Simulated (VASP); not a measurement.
Input of a VASP 6.6.1 run:

The input INCAR:

```
  PREC = Accurate
  ENCUT = 520
  EDIFF = 1E-6
  ISMEAR = 0
  SIGMA = 0.1
  LREAL = F
  LASPH = T
  NELM = 60
  ALGO = Normal
  ISIF = 2
  LWAVE = F
  LCHARG = F
  LDIPOL = T
  IDIPOL = 3
  DIPOL = 0.5 0.5 0.379
  GGA = PE
  NBANDS = 40
```

File KPOINTS:

```
Automatic mesh
0
Gamma
  12 12 1
```

File POSCAR:

```
Ru4Cl
1.0
    2.7197977464      0.0000000000      0.0000000000
   -1.3598988732      2.3554139415      0.0000000000
    0.0000000000      0.0000000000     21.8663388628
Ru Cl
4 1
Direct
    0.6666666667      0.3333333333      0.1829295716
    0.3333333333      0.6666666667      0.2811778378
    0.6666666667      0.3333333333      0.3790816283
    0.3333333333      0.6666666667      0.4740774817
    0.3333333333      0.8333333333      0.5779896953
```

Potentials or basis: VASP PAW PBE potentials, release 64 (Ru_pv, Cl).

Run with:

```sh
$ cat potpaw_PBE.64/Ru_pv/POTCAR potpaw_PBE.64/Cl/POTCAR > POTCAR
$ mpirun -np 1 vasp_std > vasp.out
```

Q: Predict the largest force.

A: 0.814 eV/Å.

Q: Predict the band gap on the k mesh.

A: Zero (an odd number of electrons rules out a gap without spin polarisation).

Forces on the atoms (eV/Å):
```
Ru   0.017  0.003  0.557
Ru  -0.016  0.007 -0.574
Ru   0.049 -0.166 -0.090
Ru  -0.356  0.724  0.109
Cl   0.306 -0.568 -0.001
```
